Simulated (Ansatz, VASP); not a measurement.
## PbS: VASP beside Ansatz

Contents of INCAR:

```
ALGO = Normal
EDIFF = 1E-7
ENCUT = 520
GGA = PE
ISIF = 2
ISMEAR = -1
LASPH = T
LCHARG = T
LELF = T
LREAL = F
LVHAR = T
LWAVE = F
NBANDS = 17
NELM = 60
PREC = Accurate
SIGMA = 0.01
```

Contents of KPOINTS:

```
k-points
0
Gamma
  8 8 8
```

POSCAR

```
PbS
1.0
    0.0000000000      2.9650000000      3.0539500000
    2.9650000000      0.0000000000      3.0539500000
    2.9650000000      2.9650000000      0.0000000000
Pb S
1 1
Direct
    0.0000000000      0.0000000000      0.0000000000
    0.5000000000      0.5000000000      0.5000000000
```

Input for Ansatz:

```yaml
crystal:
  lattice:
    - [0.0, 2.965, 3.05395]
    - [2.965, 0.0, 3.05395]
    - [2.965, 2.965, 0.0]
  atoms:
    - { symbol: Pb, position: [0.0, 0.0, 0.0] }
    - { symbol: S, position: [0.5, 0.5, 0.5] }
kpoints:
  mp_grid: { grid: [8, 8, 8] }
  band_path:
    path:
      - [0.0, 0.0, 0.0]
      - [0.0, 0.5, 0.5]
      - [0.25, 0.75, 0.5]
      - [0.0, 0.5, 0.0]
      - [0.0, 0.0, 0.0]
      - [0.5, 0.5, 0.0]
      - [0.3678244886, 0.6321755114, 0.0]
      - [-0.3678244886, 0.3678244886, 0.0]
      - [0.0, 0.0, 0.0]
    npoints: 5
scf:
  occupations: { method: fermi_dirac, width: 0.01 }
hamiltonian:
  xc: pbe
  pseudopotentials: { kind: all_electron, lapw: { basis_error: 0.0005 } }
output:
  forces: true
  stress: true
  eigenvalues: true
```

Change from the starting cell: zz strain of +3 %.

Alike in both runs: task single point; functional PBE; k mesh 8 × 8 × 8; occupations fermi-dirac, width 0.01 eV; no spin polarisation.

```csv
,VASP,Ansatz
version,VASP 6.6.1,Ansatz 0.2.0
potentials or method,"VASP PAW PBE potentials, release 64 (Pb_d, S), cutoff 520 eV","all-electron LAPW, scalar-relativistic"
```

VASP gave:

- gap on the k mesh at the Fermi level (eV): 0.44
- pressure (GPa): 0.6
- traceless stress, the component that is largest in VASP (GPa): -2.12

Question: Estimate Ansatz's values.

Answer: gap on the k mesh at the Fermi level (eV): 0.44; pressure (GPa): 0.7; traceless stress, the component that is largest in VASP (GPa): -2.12.

Ansatz ran all-electron here, and VASP with PAW potentials.

Neither program's run includes spin-orbit coupling.
